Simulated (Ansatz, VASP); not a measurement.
**BeTe: VASP beside Ansatz**

```xyz
8
Lattice="3.7300 0.0000 0.0000 -1.8650 3.2303 0.0000 0.0000 0.0000 13.1238" Properties=species:S:1:pos:R:3 pbc="T T T"
Be    0.0000    0.0000    0.0000
Be    0.0000    0.0000    6.5619
Be    0.0000    2.1535    3.2810
Be    1.8650    1.0768    9.8429
Te    0.0000    2.1535    8.1341
Te    1.8650    1.0768    1.5722
Te    1.8650    1.0768    4.9897
Te    0.0000    2.1535   11.5516
```

Change from the starting cell: species swapped into the NaSe type (P6_3/mmc, No. 194).

Alike in both runs: functional PBE; k mesh 12 × 12 × 4; occupations gaussian, width 0.1 eV; no spin polarisation.

Ansatz relaxed the structure, and its values are those at the end. VASP's run is a single point on that final structure, the one shown.

|  | VASP | Ansatz |
| --- | --- | --- |
| version | VASP 6.6.1 | Ansatz 0.2.0 |
| potentials or method | VASP PAW PBE potentials, release 64 (Be, Te), cutoff 520 eV | scalar-relativistic, plane waves, PAW |
| valence electrons in the cell | 32 | 72 |

```csv
,VASP,Ansatz,Ansatz less VASP
gap on the k mesh at the Fermi level (eV),none,none,-
pressure (GPa),0.0,0.0,-0.06
```

A gap of «none» marks a metal or a gap that the smearing closes. VASP's potentials hold 32 valence electrons a cell and Ansatz's 72, so a difference there can come from the potentials and not from the codes.

Neither program's run includes spin-orbit coupling.
